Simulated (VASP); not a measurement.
A run of VASP 6.6.1 is set up as follows.

The input INCAR:

```
SYSTEM = Pt
ALGO = Normal
EDIFF = 1E-6
ENCUT = 500
GGA = PS
GGA_COMPAT = .False.
ISIF = 2
ISMEAR = 0
LASPH = .True.
LCHARG = .False.
LREAL = .False.
LWAVE = .False.
NBANDS = 11
NELM = 120
PREC = Accurate
SIGMA = 0.1
```

KPOINTS

```
k-points
0
Gamma
  8 8 8
  0 0 0
```

The input POSCAR:

```
Pt
1.0
   -1.5634788825      1.5634788825      1.5634788825
    1.5634788825     -1.5634788825      1.5634788825
    1.5634788825      1.5634788825     -1.5634788825
Pt
1
Direct
    0.0000000000      0.0000000000      0.0000000000
```

Potentials or basis: VASP PAW PBE potentials, release 64 (Pt).

Run with:

```console
$ cat potpaw_PBE.64/Pt/POTCAR > POTCAR
$ mpirun -np 1 vasp_std > vasp.out
```

(1) Estimate the pressure.

(2) Predict the band gap on the k mesh.

Answers

(1) -0.3 GPa.

(2) zero (bands 5 and 6 overlap by 2.08 eV).

Caveat: the PAW data sets were made with another functional, which shifts forces and pressure a little; spin-orbit coupling is left out, which moves the levels of the heavy elements.
